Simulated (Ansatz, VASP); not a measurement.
## Cs: VASP beside Ansatz

```
Cs
1.0
     5.85409    0.00000    0.00000
     0.00000    5.85409    0.00000
     0.00000    0.00000    3.89888
Cs
1
Direct
  0.50000 0.50000 0.50000
```

Alike in both runs: task relaxation of cell and atoms; functional PBE; k mesh 4 × 4 × 4; occupations gaussian, width 0.1 eV; no spin polarisation.

|  | VASP | Ansatz |
| --- | --- | --- |
| version | VASP 6.6.1 | Ansatz 0.2.0 |
| potentials or method | VASP PAW PBE potentials, release 64 (Cs_sv), cutoff 600 eV | scalar-relativistic, plane waves, PAW |
| valence electrons in the cell | 9 | 9 |

```csv
,VASP,Ansatz,Ansatz less VASP
"gap on the k mesh at the Fermi level, each at its own relaxed structure (eV)",none,none,-
relaxed volume (Å³/atom),129.14,125.81,-3.330
relaxed length of the cell vector where the two differ most in proportion (Å),5.060,4.946,-0.1143
```

A gap of «none» marks a metal or a gap that the smearing closes.

The k mesh is coarse, so the values compare programs but aren't converged. Spin-orbit coupling is off throughout.
